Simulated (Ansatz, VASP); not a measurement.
**One calculation of LiGeN, two programs**

```
Li Ge N
1.0
     3.19366    0.00000    0.00000
     0.00000    3.61224    0.00000
     0.00000    0.00000    9.89117
Li Ge N
2 2 2
Direct
  0.00000 0.00000 0.71295
  0.00000 0.00000 0.28705
  0.50000 0.50000 0.87650
  0.50000 0.50000 0.12350
  0.00000 0.50000 0.22514
  0.00000 0.50000 0.77486
```

Alike in both runs: functional PBE; k mesh 12 × 10 × 4; occupations gaussian, width 0.1 eV; no spin polarisation.

Ansatz relaxed the structure, and its values are those at the end. VASP's run is a single point on that final structure, the one shown.

```csv
,VASP,Ansatz
version,VASP 6.6.1,Ansatz 0.2.0
potentials or method,"VASP PAW PBE potentials, release 64 (Li_sv, Ge_d, N), cutoff 520 eV","scalar-relativistic, plane waves, PAW"
valence electrons in the cell,44,44
```

|  | VASP | Ansatz | Ansatz less VASP |
| --- | --- | --- | --- |
| gap on the k mesh at the Fermi level (eV) | none | none | - |
| rms of the force components (eV/Å) | 0.016 | 0.001 | -0.0152 |

A gap of «none» marks a metal or a gap that the smearing closes. With one functional, cell and mesh, what is left measures potentials, basis and numerics.

Noted on VASP's run: the cutoff is short for stress, so the pressure is rough.
